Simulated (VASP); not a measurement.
A run of VASP 6.6.1:

POSCAR

```
AgCl
1.0
    3.4339730000      0.0000000000      0.0000000000
    0.0000000000      3.4339730000      0.0000000000
    0.0000000000      0.0000000000      3.4339730000
Ag Cl
1 1
Direct
    0.0000000000      0.0000000000      0.0000000000
    0.5000000000      0.5000000000      0.5000000000
```

File INCAR.step1:

```
  PREC = Accurate
  ENCUT = 520
  EDIFF = 1E-5
  ISMEAR = -1
  SIGMA = 0.05
  LREAL = F
  LASPH = T
  NELM = 60
  ALGO = Normal
  ISIF = 2
  LWAVE = T
  LCHARG = F
  GGA = PE
  NBANDS = 16
```

Contents of INCAR.step2:

```
  PREC = Accurate
  ENCUT = 520
  EDIFF = 1E-6
  ISMEAR = -1
  SIGMA = 0.05
  LREAL = F
  LASPH = T
  NELM = 60
  ALGO = Normal
  ISIF = 2
  LWAVE = F
  LCHARG = F
  GGA = PE
  LHFCALC = T
  AEXX = 0.25
  HFSCREEN = 0.2
  PRECFOCK = Normal
  ISTART = 1
  NBANDS = 16
```

KPOINTS

```
Automatic mesh
0
Gamma
  4 4 4
```

Potentials or basis: VASP PAW PBE potentials, release 64 (Ag, Cl).

The run is started by

```bash
$ cat potpaw_PBE.64/Ag/POTCAR potpaw_PBE.64/Cl/POTCAR > POTCAR
$ cp INCAR.step1 INCAR
$ mpirun -np 1 vasp_std > vasp.out
$ cp INCAR.step2 INCAR
$ mpirun -np 1 vasp_std > vasp.out
```

Hardware: 1 thread of AMD EPYC 7R13 Processor (Zen 3), with other jobs on the host.

Q: Estimate the wall time of this run.

A: Wall time 4 min on 1 thread of AMD EPYC 7R13 Processor (Zen 3), on a shared host, peak memory 0.24 GiB. Counts: k points 10.
